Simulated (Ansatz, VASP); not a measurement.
## Ge: VASP beside Ansatz

```xyz
1
Lattice="2.7121 0.0000 0.0000 0.0000 2.7121 0.0000 0.0000 0.0000 2.7121" Properties=species:S:1:pos:R:3 pbc="T T T"
Ge    0.0000    0.0000    0.0000
```

Alike in both runs: task single point; functional PBE; k mesh 13 × 13 × 13; occupations fermi-dirac, width 0.05 eV; non-collinear spin, spin-orbit coupling.

|  | VASP | Ansatz |
| --- | --- | --- |
| version | VASP 6.6.1 | Ansatz 0.2.0 |
| potentials or method | VASP PAW PBE potentials, release 64 (Ge_d), cutoff 520 eV | all-electron LAPW |

Ansatz gave:

| Property | Result |
| --- | --- |
| pressure (GPa) | 0.0 |

Question: Estimate VASP's values.

Answer: Pressure (GPa): -0.1.

Ansatz ran all-electron here, and VASP with PAW potentials.
